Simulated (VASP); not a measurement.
A run of VASP 6.6.1 is set up as follows.

File INCAR:

```
PREC     = Accurate       # precision mode
ENCUT    = 520            # plane-wave cutoff, eV
EDIFF    = 1E-7           # SCF threshold, eV
ISMEAR   = -1             # smearing method
SIGMA    = 0.02           # smearing width, eV
LREAL    = Auto         
LASPH    = T              # aspherical terms in the spheres
NELM     = 80             # most SCF steps
ALGO     = Normal         # electronic algorithm
ISIF     = 2              # what is computed and relaxed
LWAVE    = F              # write WAVECAR
LCHARG   = F              # write CHGCAR
GGA      = PE             # functional
NBANDS   = 68             # bands
```

The input KPOINTS:

```
regular mesh
0
Gamma
  1 1 1
```

POSCAR

```
H3CS2N
1.0
    8.2228990000      0.0000000000      0.0000000000
    0.0000000000      8.2228990000      0.0000000000
    0.0000000000      0.0000000000      8.2228990000
S C N H
8 4 4 12
Direct
    0.2070977204      0.1688231442      0.8304604020
    0.3626357755      0.2545425084      0.4947239548
    0.5668630142      0.8495276262      0.5459717892
    0.7768062550      1.0512285193      0.7895530919
    0.6598255504      0.5444840323      0.2387317629
    0.9031620788      0.8262185972      0.1617817854
    0.1559531543      0.7226607328      0.6974811142
   -0.0984893429      0.4474992176      0.6353600807
    0.2840885120      0.2085665888      0.6617739633
    0.6718539249      0.9510139422      0.6681016239
    0.7813573738      0.6848916191      0.2004309528
    0.0293423237      0.5841430079      0.6652057400
    0.5332169471      0.4907682827      0.8114167039
    0.7050786741      0.1799863223      0.2246629944
    0.2882026142      0.6605270419      0.1765611485
    0.0824457566      0.3161820918      0.1732663128
    0.4089284783      0.4985473284      0.8013192497
    0.5602644106      0.5225443001      0.9287145311
    0.5789874822      0.5812886317      0.7389824342
    0.8128362063      0.1540010002      0.2813689238
    0.6204422186      0.1039694644      0.2754154839
    0.7182842484      0.1438894707      0.1062191945
    0.3544635485      0.7232715415      0.2609943354
    0.3279513942      0.7004930212      0.0655818013
    0.1702956214      0.7015728106      0.1874085743
    0.1680030674      0.4073607940      0.1699653656
   -0.0274805352      0.3742544552      0.1663296035
    0.0893032270      0.2707585076      0.2890424820
```

Potentials or basis: VASP PAW PBE potentials, release 64 (S, C, N, H).

Launch:

```sh
$ cat potpaw_PBE.64/S/POTCAR potpaw_PBE.64/C/POTCAR potpaw_PBE.64/N/POTCAR potpaw_PBE.64/H/POTCAR > POTCAR
$ mpirun -np 1 vasp_gam > vasp.out
```

Estimate the largest force.

0.343 eV/Å.

Estimate the pressure.

0.1 GPa.

Stress tensor (GPa, compression positive):
```
 0.15 -0.42  0.07
-0.42  0.17  0.00
 0.07  0.00  0.11
```

Caveat: the k points lie up to 0.76 Å⁻¹ apart.
